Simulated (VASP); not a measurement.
# Si (Fd-3m) in VASP: a series of runs

Runs on Si. Level: PBE. Tasks: single point.

Everything below comes from runs of VASP 6.6.1. Logs are shortened: lines on timing, memory, paths and dates and some standing lists are left out, and cuts for length are marked.

## (1) The cell of the first run

Symmetry: Fd-3m, No. 227, cubic system. The conventional cell has a = 5.335 Å, b = 5.335 Å, c = 5.335 Å, α = 90.00°, β = 90.00°, γ = 90.00°. Si (site symmetry -43m) has 4 Si at 2.31 Å within 3.1 Å.

## (2) Single point, PBE (strain -2.0%)

Input file INCAR:

```
  PREC = Accurate
  ENCUT = 520
  EDIFF = 1E-6
  ISMEAR = 0
  SIGMA = 0.01
  LREAL = False
  LASPH = True
  NELM = 100
  ALGO = Normal
  ISIF = 2
  LWAVE = False
  LCHARG = False
  GGA = PE
  NBANDS = 11
```

Input file KPOINTS:

```
Automatic mesh
0
Gamma
  4 4 4
```

Input file POSCAR:

```
Si
1.0
    0.0000000000      2.6676765177      2.6676765177
    2.6676765177      0.0000000000      2.6676765177
    2.6676765177      2.6676765177      0.0000000000
Si
2
Direct
    0.0000000000      0.0000000000      0.0000000000
    0.2500000000      0.2500000000      0.2500000000
```

Potentials or basis: VASP PAW PBE potentials, release 64 (Si).

Command:

```sh
cat potpaw_PBE.64/Si/POTCAR > POTCAR
mpirun -np 1 vasp_std > vasp.out
```

OUTCAR:

```text
PREC = Accurate
   ENCUT = 520
   EDIFF = 1E-6
   ISMEAR = 0
   LREAL = False
   LASPH = True
   NELM = 100
   ISIF = 2
   GGA = PE

 ion  position               nearest neighbor table
   1  0.000  0.000  0.000-   2 2.31   2 2.31   2 2.31   2 2.31
   2  0.250  0.250  0.250-   1 2.31   1 2.31   1 2.31   1 2.31

  LATTYP: Found a face centered cubic cell.
 ALAT       =     5.3353530354

  Lattice vectors:

 A1 = (   0.0000000000,   2.6676765177,   2.6676765177)
 A2 = (   2.6676765177,   0.0000000000,   2.6676765177)
 A3 = (   2.6676765177,   2.6676765177,   0.0000000000)

Analysis of symmetry for initial positions (statically):
=====================================================================
 Subroutine PRICEL returns:
 Original cell was already a primitive cell.

 Routine SETGRP: Setting up the symmetry group for a
 face centered cubic supercell.

 Subroutine GETGRP returns: Found 48 space group operations
 (whereof 24 operations were pure point group operations)
 out of a pool of 48 trial point group operations.

The static configuration has the point symmetry T_d .
 The point group associated with its full space group is O_h .

Analysis of symmetry for dynamics (positions and initial velocities):
=====================================================================
 Subroutine PRICEL returns:
 Original cell was already a primitive cell.

 Routine SETGRP: Setting up the symmetry group for a
 face centered cubic supercell.

 Subroutine GETGRP returns: Found 48 space group operations
 (whereof 24 operations were pure point group operations)
 out of a pool of 48 trial point group operations.

The dynamic configuration has the point symmetry T_d .
 The point group associated with its full space group is O_h .

 Subroutine INISYM returns: Found 48 space group operations
 (whereof 24 operations are pure point group operations),
 and found     1 'primitive' translations

----------------------------------------------------------------------------------------

                                     Primitive cell

  volume of cell :      37.9690

  direct lattice vectors                    reciprocal lattice vectors
     0.000000000  2.667676518  2.667676518    -0.187429022  0.187429022  0.187429022
     2.667676518  0.000000000  2.667676518     0.187429022 -0.187429022  0.187429022
     2.667676518  2.667676518  0.000000000     0.187429022  0.187429022 -0.187429022

  length of vectors
     3.772664311  3.772664311  3.772664311     0.324636588  0.324636588  0.324636588

  position of ions in fractional coordinates (direct lattice)
     0.000000000  0.000000000  0.000000000
     0.250000000  0.250000000  0.250000000

  ion indices of the primitive-cell ions
   primitive index   ion index
                 1           1
                 2           2

----------------------------------------------------------------------------------------

 KPOINTS: Automatic mesh

Automatic generation of k-mesh.
 Grid dimensions read from file:
 generate k-points for:    4    4    4

 Generating k-lattice:

  Cartesian coordinates                     Fractional coordinates (reciprocal lattice)
    -0.046857255  0.046857255  0.046857255     0.250000000  0.000000000  0.000000000
     0.046857255 -0.046857255  0.046857255     0.000000000  0.250000000  0.000000000
     0.046857255  0.046857255 -0.046857255     0.000000000  0.000000000  0.250000000

  Length of vectors
     0.081159147  0.081159147  0.081159147

  Shift w.r.t. Gamma in fractional coordinates (k-lattice)
     0.000000000  0.000000000  0.000000000

 Subroutine IBZKPT returns following result:
 ===========================================

 Found      8 irreducible k-points:

 Following reciprocal coordinates:
            Coordinates               Weight
  0.000000  0.000000  0.000000      1.000000
  0.250000  0.000000  0.000000      8.000000
  0.500000  0.000000  0.000000      4.000000
  0.250000  0.250000  0.000000      6.000000
  0.500000  0.250000  0.000000     24.000000
 -0.250000  0.250000  0.000000     12.000000
  0.500000  0.500000  0.000000      3.000000
 -0.250000  0.500000  0.250000      6.000000
   k-points           NKPTS =      8   k-points in BZ     NKDIM =      8   number of bands    NBANDS=     11
   number of dos      NEDOS =    301   number of ions     NIONS =      2
   total plane-waves  NPLWV =  21952
   dimension x,y,z NGX =    28 NGY =   28 NGZ =   28
   dimension x,y,z NGXF=    56 NGYF=   56 NGZF=   56
   ions per type =               2
   NGX,Y,Z   is equivalent  to a cutoff of  12.34, 12.34, 12.34 a.u.
   NGXF,Y,Z  is equivalent  to a cutoff of  24.68, 24.68, 24.68 a.u.
 SYSTEM =  unknown system
   PREC   = accura    normal or accurate (medium, high low for compatibility)
   ISTART =      0    job   : 0-new  1-cont  2-samecut
   ICHARG =      2    charge: 1-file 2-atom 10-const
   ISPIN  =      1    spin polarized calculation?
   LNONCOLLINEAR =      F non collinear calculations
   LSORBIT =      F    spin-orbit coupling
   LASPH  =      T    aspherical Exc in radial PAW
   ENCUT  =  520.0 eV  38.22 Ry    6.18 a.u.   7.01  7.01  7.01*2*pi/ulx,y,z
   NELM   =    100;   NELMIN=  2; NELMDL= -5     # of ELM steps
   EDIFF  = 0.1E-05   stopping-criterion for ELM
   LREAL  =      F    real-space projection
   EDIFFG = 0.1E-04   stopping-criterion for IOM
   NSW    =      0    number of steps for IOM
   IBRION =     -1    ionic relax: 0-MD 1-quasi-New 2-CG
   NFREE  =      0    steps in history (QN), initial steepest desc. (CG)
   ISIF   =      2    stress and relaxation
   ISYM   =      2    0-nonsym 1-usesym 2-fastsym
   POTIM  = 0.5000    time-step for ionic-motion
   TEBEG  =    0.0;   TEEND  =   0.0 temperature during run
   PSTRESS=    0.0 pullay stress
   NELECT =       8.0000    total number of electrons
   NUPDOWN=      -1.0000    fix difference up-down
   EMIN   =  10.00;   EMAX   =-10.00  energy-range for DOS
   EFERMI =   0.00;   METHOD = LEGACY
   ISMEAR =     0;   SIGMA  =   0.01  broadening in eV -4-tet -1-fermi 0-gaus
   EFERMI_NEDOS =   21; number of points for ismear=-14 and -15
   IALGO  =     38    algorithm
   IMIX   =      4    mixing-type and parameters
     AMIX     =   0.40;   BMIX     =  1.00
     AMIX_MAG =   1.60;   BMIX_MAG =  1.00
  volume/ion in A,a.u.               =      18.98       128.11
  Fermi-wavevector in a.u.,A,eV,Ry     =   0.974156  1.840887 12.911645  0.948979
  Thomas-Fermi vector in A             =   2.104593
   LORBIT       =      0    0 simple, 1 ext, 2 COOP (PROOUT), +10 PAW based schemes
   GGA     = PE    functional components
   LHFCALC =     F    Hartree Fock is set to
   AEXX    =    0.0000 exact exchange contribution
   IVDW    =     0    specifies the selected vdW correction
   LEPSILON=     F    determine dielectric tensor
   LRPA    =     F    only Hartree local field effects (RPA)
 non-spin polarized calculation
 Gauss-broadening in eV      SIGMA  =   0.01
  energy-cutoff  :      520.00
  volume of cell :       37.97
 maximum number of plane-waves:      1036
   NGX = 13   NGY = 13   NGZ = 13

 number of electron       8.0000000 magnetization

 Free energy of the ion-electron system (eV)
  ---------------------------------------------------
  ext. energy  EPLUGINS =         0.00000000
  ---------------------------------------------------
  free energy    TOTEN  =       -10.58665361 eV

  energy without entropy =      -10.58665361  energy(sigma->0) =      -10.58665361

 E-fermi :   6.4724     XC(G=0):  -9.5924

 val. band max:        6.4225841867   @ k =   0.0000   0.0000   0.0000
 cond. band min:       7.0020020201   @ k =   0.5000   0.5000   0.0000
 fundamental gap:      0.5794178333
 Fermi energy:         6.4723797127

 k-point     1 :       0.0000    0.0000    0.0000
  band No.  band energies     occupation
      1      -5.9190      2.00000
      2       6.4226      2.00000
      3       6.4226      2.00000
      4       6.4226      2.00000
      5       8.9884      0.00000
      6       8.9884      0.00000
      7       8.9884      0.00000
      8      10.4239      0.00000
      9      14.1435      0.00000
     10      14.1435      0.00000
     11      14.5937      0.00000

 k-point     2 :       0.2500    0.0000    0.0000
  band No.  band energies     occupation
      1      -5.0800      2.00000
      2       2.3862      2.00000
      3       5.6256      2.00000
      4       5.6256      2.00000
      5       8.6247      0.00000
      6       9.9512      0.00000
      7       9.9512      0.00000
      8      13.6139      0.00000
      9      13.6139      0.00000
     10      13.7906      0.00000
     11      15.5909      0.00000

 k-point     3 :       0.5000    0.0000    0.0000
  band No.  band energies     occupation
      1      -3.4459      2.00000
      2      -0.8145      2.00000
      3       5.1746      2.00000
      4       5.1746      2.00000
      5       8.1437      0.00000
      6       9.7106      0.00000
      7       9.7106      0.00000
      8      14.1992      0.00000
      9      17.0913      0.00000
     10      17.0913      0.00000
     11      18.0732      0.00000

 k-point     4 :       0.2500    0.2500    0.0000
  band No.  band energies     occupation
      1      -4.7856      2.00000
      2       2.9141      2.00000
      3       4.4247      2.00000
      4       4.4247      2.00000
      5       7.4822      0.00000
      6       9.5093      0.00000
      7      12.3439      0.00000
      8      12.3439      0.00000
      9      15.0391      0.00000
     10      15.3978      0.00000
     11      18.2162      0.00000

 k-point     5 :       0.5000    0.2500    0.0000
  band No.  band energies     occupation
      1      -3.0571      2.00000
      2      -0.1138      2.00000
      3       2.7026      2.00000
      4       4.1008      2.00000
      5       7.8626      0.00000
      6      10.8871      0.00000
      7      12.4276      0.00000
      8      12.4294      0.00000
      9      16.9522      0.00000
     10      17.1396      0.00000
     11      18.8550      0.00000

 k-point     6 :      -0.2500    0.2500    0.0000
  band No.  band energies     occupation
      1      -3.7698      2.00000
      2       0.8384      2.00000
      3       2.4502      2.00000
      4       5.0301      2.00000
      5       8.8790      0.00000
      6      11.3027      0.00000
      7      11.6710      0.00000
      8      12.8206      0.00000
      9      12.8481      0.00000
     10      16.3565      0.00000
     11      19.3169      0.00000

 k-point     7 :       0.5000    0.5000    0.0000
  band No.  band energies     occupation
      1      -1.5738      2.00000
      2      -1.5738      2.00000
      3       3.4206      2.00000
      4       3.4206      2.00000
      5       7.0020      0.00000
      6       7.0020      0.00000
      7      16.9931      0.00000
      8      16.9931      0.00000
      9      17.5578      0.00000
     10      17.5578      0.00000
     11      19.1292      0.00000

 k-point     8 :      -0.2500    0.5000    0.2500
  band No.  band energies     occupation
      1      -1.3832      2.00000
      2      -1.3832      2.00000
      3       2.3266      2.00000
      4       2.3266      2.00000
      5      10.6704      0.00000
      6      10.6704      0.00000
      7      11.5946      0.00000
      8      11.5946      0.00000
      9      17.3247      0.00000
     10      17.3247      0.00000
     11      19.9053      0.00000

------------------------ aborting loop because EDIFF is reached ----------------------------------------

  FORCE on cell =-STRESS in cart. coord.  units (eV):
  Direction    XX          YY          ZZ          XY          YZ          ZX
  --------------------------------------------------------------------------------------
  -------------------------------------------------------------------------------------
  Total        2.0216183      2.0216183      2.0216183      0.0000000     -0.0000000      0.0000000
  in kB       85.3061303     85.3061303     85.3061303      0.0000000     -0.0000000      0.0000000
  external PRESSURE =      85.3061303 kB  Pullay stress =       0.0000000 kB

 VOLUME and BASIS-vectors are now :
 -----------------------------------------------------------------------------
  energy-cutoff  :      520.00
  volume of cell :       37.97
      direct lattice vectors                 reciprocal lattice vectors
     0.000000000  2.667676518  2.667676518    -0.187429022  0.187429022  0.187429022
     2.667676518  0.000000000  2.667676518     0.187429022 -0.187429022  0.187429022
     2.667676518  2.667676518  0.000000000     0.187429022  0.187429022 -0.187429022

 POSITION                                       TOTAL-FORCE (eV/Angst)
 -----------------------------------------------------------------------------------
      0.00000      0.00000      0.00000        -0.000000     -0.000000     -0.000000
      1.33384      1.33384      1.33384         0.000000      0.000000      0.000000
 -----------------------------------------------------------------------------------
    total drift:                                0.000000      0.000000     -0.000000

  FREE ENERGIE OF THE ION-ELECTRON SYSTEM (eV)
  ---------------------------------------------------
  free  energy   TOTEN  =       -10.5866536089 eV

  energy  without entropy=      -10.5866536089  energy(sigma->0) =      -10.58665361
```

Run time: 3.2 s. Hardware: 1 thread of Intel Xeon 6975P-C, shared host; peak memory 0.14 GiB.

What came out:

```
Free energy            : -10.5867 eV
Pressure               : 8.5 GPa
Band gap on the k mesh : 0.58 eV, indirect (least direct gap 2.57 eV)
```

Levels at points of the mesh, in eV from the valence-band top:
```
           k point  band 2  band 3  band 4  band 5  band 6  band 7
(0.00, 0.00, 0.00)    0.00    0.00    0.00    2.57    2.57    2.57
(0.50, 0.00, 0.00)   -7.24   -1.25   -1.25    1.72    3.29    3.29
(0.50, 0.50, 0.00)   -8.00   -3.00   -3.00    0.58    0.58   10.57
```

Caveat: the k points lie up to 0.51 Å⁻¹ apart; the cell differs from its parent crystal (strain -2.0%). A k mesh can miss the band edges.

## (3) Single point, PBE (strain -1.0%)

Input file INCAR:

```
SYSTEM = Si
  PREC = Accurate
  ENCUT = 520
  EDIFF = 1E-6
  ISMEAR = 0
  SIGMA = 0.01
  LREAL = .False.
  LASPH = .True.
  NELM = 80
  ALGO = Normal
  ISIF = 2
  LWAVE = .False.
  LCHARG = .False.
  GGA = PE
  NBANDS = 11
```

Input file KPOINTS:

```
regular mesh
0
Gamma
  4 4 4
  0 0 0
```

Input file POSCAR:

```
Si
1.0
    0.0000000000      2.6948977067      2.6948977067
    2.6948977067      0.0000000000      2.6948977067
    2.6948977067      2.6948977067      0.0000000000
Si
2
Direct
    0.0000000000      0.0000000000      0.0000000000
    0.2500000000      0.2500000000      0.2500000000
```

Potentials or basis: VASP PAW PBE potentials, release 64 (Si).

Command:

```sh
cat potpaw_PBE.64/Si/POTCAR > POTCAR
mpirun -np 1 vasp_std > vasp.out
```

Wall time 2.6 s (1 thread of Intel Xeon 6975P-C, shared host); peak memory 0.14 GiB.

Results (log left out):

```
Free energy            : -10.6358 eV
Pressure               : 5.0 GPa
Band gap on the k mesh : 0.65 eV, indirect (least direct gap 2.56 eV)
```

Levels at points of the mesh, in eV from the valence-band top:
```tsv
k point	band 1	band 2	band 3	band 4	band 5	band 6	band 7	band 8
(0.00, 0.00, 0.00)	-12.12	0.00	0.00	0.00	2.56	2.56	2.56	3.64
(0.50, 0.00, 0.00)	-9.73	-7.09	-1.22	-1.22	1.61	3.31	3.31	7.74
(0.50, 0.50, 0.00)	-7.89	-7.89	-2.92	-2.92	0.65	0.65	10.30	10.30
```

Caveat: the k points lie up to 0.50 Å⁻¹ apart; the cell differs from its parent crystal (strain -1.0%). A k mesh can miss the band edges.
